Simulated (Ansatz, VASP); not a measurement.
Sc3Al5N8 in VASP and in Ansatz

```
Al Sc N
1.0
     6.59581   -0.00042   -0.00452
    -3.29827    5.71277    0.00000
    -0.00689   -0.00398   10.18992
Al Sc N
10 6 16
Direct
  0.33783 0.16818 0.75078
  0.17044 0.83522 0.98780
  0.16765 0.83383 0.50978
  0.33783 0.66965 0.75078
  0.66852 0.32980 0.99612
  0.82905 0.16452 0.25007
  0.66238 0.33291 0.50314
  0.66852 0.83872 0.99612
  0.66238 0.82947 0.50314
  0.82683 0.66341 0.74889
  0.16567 0.33284 0.99066
  0.33738 0.16156 0.24517
  0.16810 0.33405 0.49899
  0.33738 0.67582 0.24517
  0.82348 0.16174 0.74261
  0.83760 0.66880 0.24340
  0.14971 0.32486 0.20142
  0.33983 0.15347 0.45156
  0.18236 0.34118 0.70808
  0.34693 0.15978 0.93947
  0.16661 0.83331 0.17285
  0.33983 0.68636 0.45156
  0.16466 0.83233 0.69922
  0.34693 0.68715 0.93947
  0.67967 0.32548 0.18335
  0.81052 0.15526 0.44588
  0.65515 0.34411 0.69020
  0.81542 0.15771 0.94309
  0.67967 0.85419 0.18335
  0.83517 0.66759 0.45306
  0.65515 0.81104 0.69020
  0.83132 0.66566 0.94059
```

Alike in both runs: functional PBE; k mesh 4 × 4 × 3; no spin polarisation.

Ansatz relaxed the structure, and its values are those at the end. VASP's run is a single point on that final structure, the one shown.

|  | VASP | Ansatz |
| --- | --- | --- |
| version | VASP 6.6.1 | Ansatz 0.2.0 |
| potentials or method | VASP PAW PBE potentials, release 64 (Al, Sc_sv, N) | scalar-relativistic, plane waves, PAW |
| plane-wave cutoff (eV) | 520 | 420 |
| occupations | gaussian, width 0.01 eV | fixed |
| valence electrons in the cell | 176 | 176 |

|  | VASP | Ansatz | Ansatz less VASP |
| --- | --- | --- | --- |
| gap on the k mesh at the Fermi level (eV) | 3.40 | 3.40 | -0.004 |
| least direct gap on the mesh (eV) | 3.46 | 3.46 | -0.003 |
| pressure (GPa) | 0.2 | 0.0 | -0.23 |
| rms of the force components (eV/Å) | 0.027 | 0.001 | -0.0264 |

Ansatz's warnings: stress scf threshold loose.
